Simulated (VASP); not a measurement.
# V: single point with PBE

Crystal: V.

```xyz
1
Lattice="2.4652 0.0000 0.0000 0.0000 2.4652 0.0000 0.0000 0.0000 2.4652" Properties=species:S:1:pos:R:3 pbc="T T T"
V     0.0000    0.0000    0.0000
```

| Quantity | Value |
| --- | --- |
| Program | VASP 6.6.1 |
| Task | single point |
| Functional | PBE |
| Potentials or basis | VASP PAW PBE potentials, release 64 (V_sv) |
| Cutoff | 520 eV |
| k mesh | 15 × 15 × 15 |
| Occupations | fermi-dirac, width 0.0612256 eV |
| Spin | no spin polarisation |
| Dipole correction | no |
| Further INCAR settings | ALGO = Normal; EDIFF = 1e-06; NBANDS = 12 |

```yaml
Pressure: -1.9 GPa
```

Levels at points of the mesh, in eV from the Fermi level:
```csv
k point,band 3,band 4,band 5,band 6,band 7,band 8,band 9,band 10,band 11,band 12
"(0.00, 0.00, 0.00)",-37.14,-37.14,-6.28,-2.05,-2.05,3.45,3.45,3.45,18.04,18.04
```

Run time: 25 s on 1 thread of AMD EPYC 7R13 (shared host), peak memory 0.1 GiB.
